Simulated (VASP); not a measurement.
Here is a VASP 6.6.1 calculation.

The input INCAR:

```
PREC = Accurate
ENCUT = 520
EDIFF = 1E-7
ISMEAR = -1
SIGMA = 0.1
LREAL = F
LASPH = T
NELM = 60
ALGO = Normal
ISIF = 2
LWAVE = F
LCHARG = F
GGA = CA
NBANDS = 8
```

Contents of KPOINTS:

```
regular mesh
0
Gamma
  15 15 15
```

POSCAR

```
P
1.0
    2.4074569598      0.0000000000      0.0000000000
    0.0000000000      2.4074569598      0.0000000000
    0.0000000000      0.0000000000      2.4074569598
P
1
Direct
    0.0000000000      0.0000000000      0.0000000000
```

Potentials or basis: VASP PAW LDA potentials, release 64 (P).

The run is started by

```console
$ cat potpaw_LDA.64/P/POTCAR > POTCAR
$ mpirun -np 1 vasp_std > vasp.out
```

(1) What does it give for the pressure?

## Answers

(1) 0.8 GPa.
